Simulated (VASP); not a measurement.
Here is a VASP 6.6.1 calculation.

INCAR

```
ALGO = Normal ; EDIFF = 1E-6
ENCUT = 520 ; GGA = PE
ISIF = 2 ; ISMEAR = 0
LASPH = T ; LCHARG = F
LREAL = F ; LWAVE = F
NBANDS = 16 ; NELM = 100
PREC = Accurate ; SIGMA = 0.05
```

File KPOINTS:

```
k-points
0
Gamma
  10 10 10
```

The input POSCAR:

```
ZnSe
1.0
    0.0000000000      2.9688672037      2.7395655659
    2.7395655659      0.0000000000      2.7395655659
    2.7395655659      2.9688672037      0.0000000000
Zn Se
1 1
Direct
    0.0000000000      0.0000000000      0.0000000000
    0.7500000000      0.7500000000      0.7500000000
```

Potentials or basis: VASP PAW PBE potentials, release 64 (Zn, Se).

Run with:

```console
$ cat potpaw_PBE.64/Zn/POTCAR potpaw_PBE.64/Se/POTCAR > POTCAR
$ mpirun -np 1 vasp_std > vasp.out
```

Problem. Predict the band gap on the k mesh.

Solution. 1.23 eV, direct.

Problem. Estimate the pressure.

Solution. 3.7 GPa.

Stress tensor (GPa, compression positive):
```
4.71 0.00 0.00
0.00 1.59 0.00
0.00 0.00 4.71
```
